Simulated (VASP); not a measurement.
# Si4O7 (a cell with a defect) in VASP: a series of runs

Runs on Si4O7 (a cell with a defect). Level: PBEsol. Tasks: single point.

All numbers are computed with VASP 6.6.1; they aren't measurements. Logs are shortened: lines on timing, memory, paths and dates and some standing lists are left out, and cuts for length are marked.

### 1 The cell of the first run

The cell holds a defect, 11 atoms: a = 5.028 Å, b = 5.028 Å, c = 7.009 Å, α = 90.00°, β = 90.00°, γ = 90.00°.

### 2 Single point, PBEsol

INCAR

```
SYSTEM = Si4O7
PREC = Accurate
ENCUT = 520
EDIFF = 1E-6
ISMEAR = 0
SIGMA = 0.05
LREAL = .FALSE.
LASPH = .TRUE.
NELM = 100
ALGO = Normal
ISIF = 2
LWAVE = .FALSE.
LCHARG = .TRUE.
GGA = PS
LELF = .TRUE.
LVHAR = .TRUE.
NBANDS = 40
```

KPOINTS

```
Automatic mesh
0
G
  4 4 4
  0 0 0
```

POSCAR

```
Si4O7
1.0
    5.0280710683      0.0000000000      0.0000000000
    0.0000000000      5.0280710683      0.0000000000
    0.0000000000      0.0000000000      7.0088699743
Si O
4 7
Direct
    0.2980688188      0.2980688188      0.0000000000
    0.2019311812      0.7980688188      0.2500000000
    0.7019311812      0.7019311812      0.5000000000
    0.7980688188      0.2019311812      0.7500000000
    0.3980464015      0.7395636083      0.4283767439
    0.7604363917      0.8980464015      0.6783767439
    0.6019535985      0.2604363917      0.9283767439
    0.7395636083      0.3980464015      0.5716232561
    0.8980464015      0.7604363917      0.3216232561
    0.2314067788      0.5284709779      0.2200947070
    0.1019535985      0.2395636083      0.8216232561
```

Potentials or basis: VASP PAW PBE potentials, release 64 (Si, O).

On the command line:

```sh
> cat potpaw_PBE.64/Si/POTCAR potpaw_PBE.64/O/POTCAR > POTCAR
> mpirun -np 1 vasp_std > vasp.out
```

OUTCAR:

```text
SYSTEM = Si4O7
   PREC = Accurate
   ENCUT = 520
   EDIFF = 1E-6
   ISMEAR = 0
   LREAL = .FALSE.
   LASPH = .TRUE.
   NELM = 100
   ISIF = 2
   GGA = PS

 ion  position               nearest neighbor table
   1  0.298  0.298  0.000-  11 1.62   7 1.62  10 1.96   4 3.10   2 3.10   2 3.10   4 3.10
   2  0.202  0.798  0.250-  10 1.38   5 1.62   9 1.62   3 3.10   1 3.10   1 3.10   3 3.10
   3  0.702  0.702  0.500-   6 1.62   9 1.62   8 1.62   5 1.62   2 3.10   4 3.10   4 3.10   2 3.10

   4  0.798  0.202  0.750-   7 1.62   8 1.62   6 1.62  11 1.62   1 3.10   3 3.10   3 3.10   1 3.10

   5  0.398  0.740  0.428-   2 1.62   3 1.62
   6  0.760  0.898  0.678-   3 1.62   4 1.62
   7  0.602  0.260  0.928-   4 1.62   1 1.62
   8  0.740  0.398  0.572-   4 1.62   3 1.62
   9  0.898  0.760  0.322-   3 1.62   2 1.62
  10  0.231  0.528  0.220-   2 1.38   1 1.96
  11  0.102  0.240  0.822-   1 1.62   4 1.62

  LATTYP: Found a simple tetragonal cell.
 ALAT       =     5.0280710683
 C/A-ratio  =     1.3939480725

  Lattice vectors:

 A1 = (   5.0280710683,   0.0000000000,   0.0000000000)
 A2 = (   0.0000000000,   5.0280710683,   0.0000000000)
 A3 = (   0.0000000000,   0.0000000000,   7.0088699743)

Analysis of symmetry for initial positions (statically):
=====================================================================
 Subroutine PRICEL returns:
 Original cell was already a primitive cell.

 Routine SETGRP: Setting up the symmetry group for a
 simple tetragonal supercell.

 Subroutine GETGRP returns: Found  1 space group operations
 (whereof  1 operations were pure point group operations)
 out of a pool of 16 trial point group operations.

The static configuration has the point symmetry C_1 .

Analysis of symmetry for dynamics (positions and initial velocities):
=====================================================================
 Subroutine PRICEL returns:
 Original cell was already a primitive cell.

 Routine SETGRP: Setting up the symmetry group for a
 simple tetragonal supercell.

 Subroutine GETGRP returns: Found  1 space group operations
 (whereof  1 operations were pure point group operations)
 out of a pool of 16 trial point group operations.

The dynamic configuration has the point symmetry C_1 .

 Subroutine INISYM returns: Found  1 space group operations
 (whereof  1 operations are pure point group operations),
 and found     1 'primitive' translations

----------------------------------------------------------------------------------------

                                     Primitive cell

  volume of cell :     177.1947

  direct lattice vectors                    reciprocal lattice vectors
     5.028071068  0.000000000  0.000000000     0.198883426  0.000000000  0.000000000
     0.000000000  5.028071068  0.000000000     0.000000000  0.198883426  0.000000000
     0.000000000  0.000000000  7.008869974     0.000000000  0.000000000  0.142676352

  length of vectors
     5.028071068  5.028071068  7.008869974     0.198883426  0.198883426  0.142676352

  position of ions in fractional coordinates (direct lattice)
     0.298068819  0.298068819  0.000000000
     0.201931181  0.798068819  0.250000000
     0.701931181  0.701931181  0.500000000
     0.798068819  0.201931181  0.750000000
     0.398046401  0.739563608  0.428376744
     0.760436392  0.898046401  0.678376744
     0.601953599  0.260436392  0.928376744
     0.739563608  0.398046401  0.571623256
     0.898046401  0.760436392  0.321623256
     0.231406779  0.528470978  0.220094707
     0.101953599  0.239563608  0.821623256

  ion indices of the primitive-cell ions
   primitive index   ion index
                 1           1
                 2           2
                 3           3
                 4           4
                 5           5
                 6           6
                 7           7
                 8           8
                 9           9
                10          10
                11          11

----------------------------------------------------------------------------------------

 KPOINTS: Automatic mesh

Automatic generation of k-mesh.
 Grid dimensions read from file:
 generate k-points for:    4    4    4

 Generating k-lattice:

  Cartesian coordinates                     Fractional coordinates (reciprocal lattice)
     0.049720856  0.000000000  0.000000000     0.250000000  0.000000000  0.000000000
     0.000000000  0.049720856  0.000000000     0.000000000  0.250000000  0.000000000
     0.000000000  0.000000000  0.035669088     0.000000000  0.000000000  0.250000000

  Length of vectors
     0.049720856  0.049720856  0.035669088

  Shift w.r.t. Gamma in fractional coordinates (k-lattice)
     0.000000000  0.000000000  0.000000000

 Subroutine IBZKPT returns following result:
 ===========================================

 Found     36 irreducible k-points:

 Following reciprocal coordinates:
            Coordinates               Weight
  0.000000  0.000000  0.000000      1.000000
  0.250000  0.000000  0.000000      2.000000
  0.000000  0.250000  0.000000      2.000000
  0.500000  0.000000  0.000000      1.000000
  0.000000  0.500000  0.000000      1.000000
  0.250000  0.250000  0.000000      2.000000
[... 16 lines left out ...]
 -0.250000  0.500000  0.250000      2.000000
  0.500000 -0.250000  0.250000      2.000000
 [... further k-points ...]
   k-points           NKPTS =     36   k-points in BZ     NKDIM =     36   number of bands    NBANDS=     40
   number of dos      NEDOS =    301   number of ions     NIONS =     11
   total plane-waves  NPLWV =  86400
   dimension x,y,z NGX =    40 NGY =   40 NGZ =   54
   dimension x,y,z NGXF=    80 NGYF=   80 NGZF=  108
   ions per type =               4   7
   NGX,Y,Z   is equivalent  to a cutoff of  13.23, 13.23, 12.81 a.u.
   NGXF,Y,Z  is equivalent  to a cutoff of  26.45, 26.45, 25.62 a.u.
 SYSTEM =  Si4O7
   PREC   = accura    normal or accurate (medium, high low for compatibility)
   ISTART =      0    job   : 0-new  1-cont  2-samecut
   ICHARG =      2    charge: 1-file 2-atom 10-const
   ISPIN  =      1    spin polarized calculation?
   LNONCOLLINEAR =      F non collinear calculations
   LSORBIT =      F    spin-orbit coupling
   LASPH  =      T    aspherical Exc in radial PAW
   ENCUT  =  520.0 eV  38.22 Ry    6.18 a.u.   9.35  9.35 13.03*2*pi/ulx,y,z
   NELM   =    100;   NELMIN=  2; NELMDL= -5     # of ELM steps
   EDIFF  = 0.1E-05   stopping-criterion for ELM
   LREAL  =      F    real-space projection
   EDIFFG = 0.1E-04   stopping-criterion for IOM
   NSW    =      0    number of steps for IOM
   IBRION =     -1    ionic relax: 0-MD 1-quasi-New 2-CG
   NFREE  =      0    steps in history (QN), initial steepest desc. (CG)
   ISIF   =      2    stress and relaxation
   ISYM   =      2    0-nonsym 1-usesym 2-fastsym
   POTIM  = 0.5000    time-step for ionic-motion
   TEBEG  =    0.0;   TEEND  =   0.0 temperature during run
   PSTRESS=    0.0 pullay stress
   NELECT =      58.0000    total number of electrons
   NUPDOWN=      -1.0000    fix difference up-down
   EMIN   =  10.00;   EMAX   =-10.00  energy-range for DOS
   EFERMI =   0.00;   METHOD = LEGACY
   ISMEAR =     0;   SIGMA  =   0.05  broadening in eV -4-tet -1-fermi 0-gaus
   EFERMI_NEDOS =   21; number of points for ismear=-14 and -15
   IALGO  =     38    algorithm
   IMIX   =      4    mixing-type and parameters
     AMIX     =   0.40;   BMIX     =  1.00
     AMIX_MAG =   1.60;   BMIX_MAG =  1.00
  volume/ion in A,a.u.               =      16.11       108.71
  Fermi-wavevector in a.u.,A,eV,Ry     =   1.128238  2.132060 17.319128  1.272920
  Thomas-Fermi vector in A             =   2.264927
   LORBIT       =      0    0 simple, 1 ext, 2 COOP (PROOUT), +10 PAW based schemes
   GGA     = PS    functional components
   LHFCALC =     F    Hartree Fock is set to
   AEXX    =    0.0000 exact exchange contribution
   IVDW    =     0    specifies the selected vdW correction
   LEPSILON=     F    determine dielectric tensor
   LRPA    =     F    only Hartree local field effects (RPA)
 non-spin polarized calculation
 Gauss-broadening in eV      SIGMA  =   0.05
  energy-cutoff  :      520.00
  volume of cell :      177.19
 maximum number of plane-waves:      4815
 NGX is ok and might be reduce to    40
   NGX = 19   NGY = 19   NGZ = 27

 number of electron      58.0000003 magnetization

 Free energy of the ion-electron system (eV)
  ---------------------------------------------------
  ext. energy  EPLUGINS =         0.00000000
  ---------------------------------------------------
  free energy    TOTEN  =       -82.04410808 eV

  energy without entropy =      -82.04410808  energy(sigma->0) =      -82.04410808

 E-fermi :   1.6617     XC(G=0):  -8.2054

 val. band max:        1.4559800356   @ k =   0.5000   0.5000   0.5000
 cond. band min:       3.9947895206   @ k =   0.0000  -0.2500   0.2500
 fundamental gap:      2.5388094849
 Fermi energy:         1.6617484647

 k-point     1 :       0.0000    0.0000    0.0000
  band No.  band energies     occupation
      1     -19.8746      2.00000
      2     -19.3024      2.00000
      3     -18.5945      2.00000
      4     -18.3784      2.00000
      5     -17.6645      2.00000
      6     -17.0259      2.00000
[... 32 lines left out ...]
     39      10.1143      0.00000
     40      10.3254      0.00000

 k-point     2 :       0.2500    0.0000    0.0000
  band No.  band energies     occupation
      1     -19.7405      2.00000
      2     -19.2122      2.00000
      3     -18.8046      2.00000
      4     -18.4162      2.00000
      5     -17.6644      2.00000
      6     -17.2194      2.00000
[... 935 lines left out ...]
     39       9.9291      0.00000
     40       9.9864      0.00000

 k-point    24 :       0.5000   -0.2500    0.2500
  band No.  band energies     occupation
      1     -19.4086      2.00000
      2     -19.2084      2.00000
      3     -18.9716      2.00000
      4     -18.5417      2.00000
      5     -17.8325      2.00000
      6     -17.2965      2.00000
[... 32 lines left out ...]
     39       9.8157      0.00000
     40      10.1528      0.00000

 [... further k-points ...]

------------------------ aborting loop because EDIFF is reached ----------------------------------------

  FORCE on cell =-STRESS in cart. coord.  units (eV):
  Direction    XX          YY          ZZ          XY          YZ          ZX
  --------------------------------------------------------------------------------------
  -------------------------------------------------------------------------------------
  Total        6.1747071     17.9814286      0.1020831     -2.5707177      8.3513434      3.0729363
  in kB       55.8310924    162.5863035      0.9230251    -23.2441758     75.5120235     27.7851872
  external PRESSURE =      73.1134736 kB  Pullay stress =       0.0000000 kB

 VOLUME and BASIS-vectors are now :
 -----------------------------------------------------------------------------
  energy-cutoff  :      520.00
  volume of cell :      177.19
      direct lattice vectors                 reciprocal lattice vectors
     5.028071068  0.000000000  0.000000000     0.198883426  0.000000000  0.000000000
     0.000000000  5.028071068  0.000000000     0.000000000  0.198883426  0.000000000
     0.000000000  0.000000000  7.008869974     0.000000000  0.000000000  0.142676352

 POSITION                                       TOTAL-FORCE (eV/Angst)
 -----------------------------------------------------------------------------------
      1.49871      1.49871      0.00000        -1.036727     -1.920649      4.719540
      1.01532      4.01275      1.75222        -1.370537     15.750398      1.738533
      3.52936      3.52936      3.50443        -0.555859      0.555076     -1.175898
      4.01275      1.01532      5.25665        -0.338729     -0.258860     -1.290353
      2.00141      3.71858      3.00244         2.249859      2.792122      3.960593
      3.82353      4.51544      4.75465         0.303272      0.451094      0.878182
      3.02667      1.30949      6.50687        -0.458442      0.930161      0.537750
      3.71858      2.00141      4.00643         0.082156     -0.343191      0.508331
      4.51544      3.82353      2.25422        -2.314178      1.854932      1.212646
      1.16353      2.65719      1.54262         2.978524    -20.723347    -11.309006
      0.51263      1.20454      5.75865         0.460661      0.912264      0.219683
 -----------------------------------------------------------------------------------
    total drift:                                0.000024      0.000738      0.000282

  FREE ENERGIE OF THE ION-ELECTRON SYSTEM (eV)
  ---------------------------------------------------
  free  energy   TOTEN  =       -82.0441080770 eV

  energy  without entropy=      -82.0441080770  energy(sigma->0) =      -82.04410808
```

Wall time 4.2 min (1 thread of Intel Xeon Platinum 8259CL at 2.50GHz (Skylake/Cascade Lake), shared host); peak memory 0.37 GiB.

Results:

```yaml
Free_energy: -82.0441 eV
Pressure: 7.3 GPa
Largest_force: 23.795 eV/Å
Band_gap_on_the_k_mesh: 2.54 eV
```

Forces in eV/Å, atoms in the order of the input:
```
Si   -1.037  -1.921   4.720
Si   -1.371  15.750   1.739
Si   -0.556   0.555  -1.176
Si   -0.339  -0.259  -1.290
O     2.250   2.792   3.961
O     0.303   0.451   0.878
O    -0.458   0.930   0.538
O     0.082  -0.343   0.508
O    -2.314   1.855   1.213
O     2.979 -20.723 -11.309
O     0.461   0.912   0.220
```

Levels at points of the mesh, in eV from the valence-band top:
```csv
k point,band 27,band 28,band 29,band 30,band 31,band 32
"(0.00, 0.00, 0.00)",-1.88,-0.90,-0.50,2.70,3.82,5.34
"(0.50, 0.00, 0.00)",-1.76,-0.97,-0.39,2.97,4.04,4.51
"(0.00, 0.50, 0.00)",-1.83,-0.80,-0.05,2.63,4.06,5.37
"(0.50, 0.50, 0.00)",-1.66,-0.89,-0.11,2.80,4.42,5.17
"(0.00, 0.00, 0.50)",-1.88,-0.88,-0.37,2.57,3.86,4.83
"(0.50, 0.00, 0.50)",-1.69,-0.98,-0.47,2.98,4.11,4.90
"(0.00, 0.50, 0.50)",-1.81,-0.69,-0.20,2.62,4.14,5.28
"(0.50, 0.50, 0.50)",-1.81,-0.91,0.00,2.85,4.24,5.30
```

Caveat: the cell differs from its parent crystal (atoms taken out, atom 10 moved 0.250 of the way to it and +0.900 Å across, host rigid); the PAW data sets were made with another functional, which shifts forces and pressure a little.

(Part 1 of 2 ends here.)
